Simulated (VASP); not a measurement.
# Lu (Fm-3m) in VASP: notebook

Lu is run at these levels: PBE; tasks: single point.

Everything below comes from runs of VASP 6.6.1. Logs are shortened: lines on timing, memory, paths and dates and some standing lists are left out, and cuts for length are marked.

## Step 1: The cell of the first run

The structure is cubic, space group Fm-3m (No. 225). The conventional cell has a = 4.847 Å, b = 4.847 Å, c = 4.847 Å, α = 90.00°, β = 90.00°, γ = 90.00°. Lu (site symmetry m-3m) has 12 Lu at 3.43 Å within 4.5 Å.

This isn't the form of Lu at room conditions, which is hcp.

## Step 2: Single point, PBE (28.46 Å³/atom)

File INCAR:

```
SYSTEM = Lu
  PREC = Accurate
  ENCUT = 600
  EDIFF = 1E-6
  ISMEAR = 0
  SIGMA = 0.05
  LREAL = .FALSE.
  LASPH = .TRUE.
  NELM = 120
  ALGO = Normal
  ISIF = 2
  LWAVE = .FALSE.
  LCHARG = .FALSE.
  GGA = PE
  NBANDS = 18
  GGA_COMPAT = .FALSE.
```

File KPOINTS:

```
Automatic mesh
0
G
  8 8 8
  0 0 0
```

File POSCAR:

```
Lu
1.0
    0.0000000000      2.4233561850      2.4233561850
    2.4233561850      0.0000000000      2.4233561850
    2.4233561850      2.4233561850      0.0000000000
Lu
1
Direct
    0.0000000000      0.0000000000      0.0000000000
```

Potentials or basis: VASP PAW PBE potentials, release 64 (Lu).

The run is started by

```console
$ cat potpaw_PBE.64/Lu/POTCAR > POTCAR
$ mpirun -np 1 vasp_std > vasp.out
```

OUTCAR:

```text
SYSTEM = Lu
   PREC = Accurate
   ENCUT = 600
   EDIFF = 1E-6
   ISMEAR = 0
   LREAL = .FALSE.
   LASPH = .TRUE.
   NELM = 120
   ISIF = 2
   GGA = PE

 ion  position               nearest neighbor table
   1  0.000  0.000  0.000-

  LATTYP: Found a face centered cubic cell.
 ALAT       =     4.8467123700

  Lattice vectors:

 A1 = (   0.0000000000,   2.4233561850,   2.4233561850)
 A2 = (   2.4233561850,   0.0000000000,   2.4233561850)
 A3 = (   2.4233561850,   2.4233561850,   0.0000000000)

Analysis of symmetry for initial positions (statically):
=====================================================================
 Subroutine PRICEL returns:
 Original cell was already a primitive cell.

 Routine SETGRP: Setting up the symmetry group for a
 face centered cubic supercell.

 Subroutine GETGRP returns: Found 48 space group operations
 (whereof 48 operations were pure point group operations)
 out of a pool of 48 trial point group operations.

The static configuration has the point symmetry O_h .

Analysis of symmetry for dynamics (positions and initial velocities):
=====================================================================
 Subroutine PRICEL returns:
 Original cell was already a primitive cell.

 Routine SETGRP: Setting up the symmetry group for a
 face centered cubic supercell.

 Subroutine GETGRP returns: Found 48 space group operations
 (whereof 48 operations were pure point group operations)
 out of a pool of 48 trial point group operations.

The dynamic configuration has the point symmetry O_h .

 Subroutine INISYM returns: Found 48 space group operations
 (whereof 48 operations are pure point group operations),
 and found     1 'primitive' translations

----------------------------------------------------------------------------------------

                                     Primitive cell

  volume of cell :      28.4631

  direct lattice vectors                    reciprocal lattice vectors
     0.000000000  2.423356185  2.423356185    -0.206325427  0.206325427  0.206325427
     2.423356185  0.000000000  2.423356185     0.206325427 -0.206325427  0.206325427
     2.423356185  2.423356185  0.000000000     0.206325427  0.206325427 -0.206325427

  length of vectors
     3.427143183  3.427143183  3.427143183     0.357366123  0.357366123  0.357366123

  position of ions in fractional coordinates (direct lattice)
     0.000000000  0.000000000  0.000000000

[... 65 lines left out ...]
 SYSTEM =  Lu
   PREC   = accura    normal or accurate (medium, high low for compatibility)
   ISTART =      0    job   : 0-new  1-cont  2-samecut
   ICHARG =      2    charge: 1-file 2-atom 10-const
   ISPIN  =      1    spin polarized calculation?
   LNONCOLLINEAR =      F non collinear calculations
   LSORBIT =      F    spin-orbit coupling
   LASPH  =      T    aspherical Exc in radial PAW
   ENCUT  =  600.0 eV  44.10 Ry    6.64 a.u.   6.84  6.84  6.84*2*pi/ulx,y,z
   NELM   =    120;   NELMIN=  2; NELMDL= -5     # of ELM steps
   EDIFF  = 0.1E-05   stopping-criterion for ELM
   LREAL  =      F    real-space projection
   EDIFFG = 0.1E-04   stopping-criterion for IOM
   NSW    =      0    number of steps for IOM
   IBRION =     -1    ionic relax: 0-MD 1-quasi-New 2-CG
   NFREE  =      0    steps in history (QN), initial steepest desc. (CG)
   ISIF   =      2    stress and relaxation
   ISYM   =      2    0-nonsym 1-usesym 2-fastsym
   POTIM  = 0.5000    time-step for ionic-motion
   TEBEG  =    0.0;   TEEND  =   0.0 temperature during run
   PSTRESS=    0.0 pullay stress
   NELECT =      25.0000    total number of electrons
   NUPDOWN=      -1.0000    fix difference up-down
   EMIN   =  10.00;   EMAX   =-10.00  energy-range for DOS
   EFERMI =   0.00;   METHOD = LEGACY
   ISMEAR =     0;   SIGMA  =   0.05  broadening in eV -4-tet -1-fermi 0-gaus
   EFERMI_NEDOS =   21; number of points for ismear=-14 and -15
   IALGO  =     38    algorithm
   IMIX   =      4    mixing-type and parameters
     AMIX     =   0.40;   BMIX     =  1.00
     AMIX_MAG =   1.60;   BMIX_MAG =  1.00
  volume/ion in A,a.u.               =      28.46       192.08
  Fermi-wavevector in a.u.,A,eV,Ry     =   1.567813  2.962737 33.443630  2.458037
  Thomas-Fermi vector in A             =   2.669937
   LORBIT       =      0    0 simple, 1 ext, 2 COOP (PROOUT), +10 PAW based schemes
   GGA     = PE    functional components
   LHFCALC =     F    Hartree Fock is set to
   AEXX    =    0.0000 exact exchange contribution
   IVDW    =     0    specifies the selected vdW correction
   LEPSILON=     F    determine dielectric tensor
   LRPA    =     F    only Hartree local field effects (RPA)
 non-spin polarized calculation
 Gauss-broadening in eV      SIGMA  =   0.05
  energy-cutoff  :      600.00
  volume of cell :       28.46
 maximum number of plane-waves:       960
   NGX = 13   NGY = 13   NGZ = 13

 number of electron      25.0000005 magnetization

 Free energy of the ion-electron system (eV)
  ---------------------------------------------------
  ext. energy  EPLUGINS =         0.00000000
  ---------------------------------------------------
  free energy    TOTEN  =        -4.48036070 eV

  energy without entropy =       -4.47869384  energy(sigma->0) =       -4.47952727

 E-fermi :   2.4057     XC(G=0): -10.7691

 val. band max:        2.3047380415   @ k =   0.3750   0.2500   0.0000
 cond. band min:       2.4452698544   @ k =   0.5000   0.2500   0.1250
 fundamental gap:      0.1405318129
 Fermi energy:         2.4056869958

 k-point     1 :       0.0000    0.0000    0.0000
  band No.  band energies     occupation
      1     -53.7901      2.00000
      2     -24.2011      2.00000
      3     -24.2011      2.00000
      4     -24.2011      2.00000
      5      -3.7670      2.00000
      6      -2.6168      2.00000
[... 481 lines left out ...]
      5      -2.5763      2.00000
      6      -2.5742      2.00000
[... 10 lines left out ...]
     17       9.7393      0.00000
     18       9.9790      0.00000

 [... further k-points ...]
[... 5 lines left out ...]
  --------------------------------------------------------------------------------------
  -------------------------------------------------------------------------------------
  Total        0.0590101      0.0590101      0.0590101     -0.0000000     -0.0000000     -0.0000000
  in kB        3.3216605      3.3216605      3.3216605     -0.0000000     -0.0000000     -0.0000000
  external PRESSURE =       3.3216605 kB  Pullay stress =       0.0000000 kB

 VOLUME and BASIS-vectors are now :
 -----------------------------------------------------------------------------
  energy-cutoff  :      600.00
  volume of cell :       28.46
      direct lattice vectors                 reciprocal lattice vectors
     0.000000000  2.423356185  2.423356185    -0.206325427  0.206325427  0.206325427
     2.423356185  0.000000000  2.423356185     0.206325427 -0.206325427  0.206325427
     2.423356185  2.423356185  0.000000000     0.206325427  0.206325427 -0.206325427

 POSITION                                       TOTAL-FORCE (eV/Angst)
 -----------------------------------------------------------------------------------
      0.00000      0.00000      0.00000        -0.000000     -0.000000      0.000000
 -----------------------------------------------------------------------------------
    total drift:                               -0.000000     -0.000000     -0.000000

  FREE ENERGIE OF THE ION-ELECTRON SYSTEM (eV)
  ---------------------------------------------------
  free  energy   TOTEN  =        -4.4803606994 eV

  energy  without entropy=       -4.4786938422  energy(sigma->0) =       -4.47952727
```

Wall time 22 s (1 thread of Intel Xeon Platinum 8259CL at 2.50GHz (Skylake/Cascade Lake), shared host); peak memory 0.17 GiB.

Results:

* Free energy: -4.4804 eV
* Pressure: 0.3 GPa
* Band gap on the k mesh: zero (an odd number of electrons rules out a gap without spin polarisation)

Caveat: spin-orbit coupling is left out, which moves the levels of the heavy elements.

## Step 3: Single point, PBE (29.39 Å³/atom)

This run uses another cell than the first one, of 29.39 Å³/atom.

File INCAR:

```
SYSTEM = Lu
ALGO     = Normal         ! electronic algorithm
EDIFF    = 1E-6           ! SCF threshold, eV
ENCUT    = 600            ! plane-wave cutoff, eV
GGA      = PE             ! functional
GGA_COMPAT= .FALSE.      
ISIF     = 2              ! what is computed and relaxed
ISMEAR   = 0              ! smearing method
LASPH    = .TRUE.         ! aspherical terms in the spheres
LCHARG   = .FALSE.        ! write CHGCAR
LREAL    = .FALSE.        ! projectors in reciprocal space
LWAVE    = .FALSE.        ! write WAVECAR
NBANDS   = 18             ! bands
NELM     = 120            ! most SCF steps
PREC     = Accurate       ! precision mode
SIGMA    = 0.05           ! smearing width, eV
```

File KPOINTS:

```
k-points
0
G
  8 8 8
  0 0 0
```

File POSCAR:

```
Lu
1.0
    0.0000000000      2.4494196893      2.4494196893
    2.4494196893      0.0000000000      2.4494196893
    2.4494196893      2.4494196893      0.0000000000
Lu
1
Direct
    0.0000000000      0.0000000000      0.0000000000
```

Potentials or basis: VASP PAW PBE potentials, release 64 (Lu).

The run is started by

```console
$ cat potpaw_PBE.64/Lu/POTCAR > POTCAR
$ mpirun -np 1 vasp_std > vasp.out
```

Run time: 20 s. Hardware: 1 thread of Intel Xeon Platinum 8259CL at 2.50GHz (Skylake/Cascade Lake), shared host; peak memory 0.18 GiB.

It converged, with:

| Property | Result |
| --- | --- |
| Free energy | -4.4784 eV |
| Pressure | -1.0 GPa |
| Band gap on the k mesh | zero (an odd number of electrons rules out a gap without spin polarisation) |

Levels at points of the mesh, in eV from the Fermi level:
| k point | band 8 | band 9 | band 10 | band 11 | band 12 | band 13 | band 14 | band 15 | band 16 | band 17 |
| --- | --- | --- | --- | --- | --- | --- | --- | --- | --- | --- |
| (0.00, 0.00, 0.00) | -5.02 | -5.02 | -4.94 | -4.94 | -4.94 | 2.22 | 2.22 | 2.22 | 4.57 | 4.57 |
| (0.50, 0.00, 0.00) | -4.98 | -4.96 | -4.96 | -4.94 | -2.60 | 0.26 | 2.01 | 2.01 | 6.31 | 6.31 |
| (0.50, 0.50, 0.00) | -4.99 | -4.97 | -4.97 | -4.96 | -2.03 | -0.82 | 1.84 | 6.33 | 6.82 | 6.82 |

Caveat: spin-orbit coupling is left out, which moves the levels of the heavy elements.
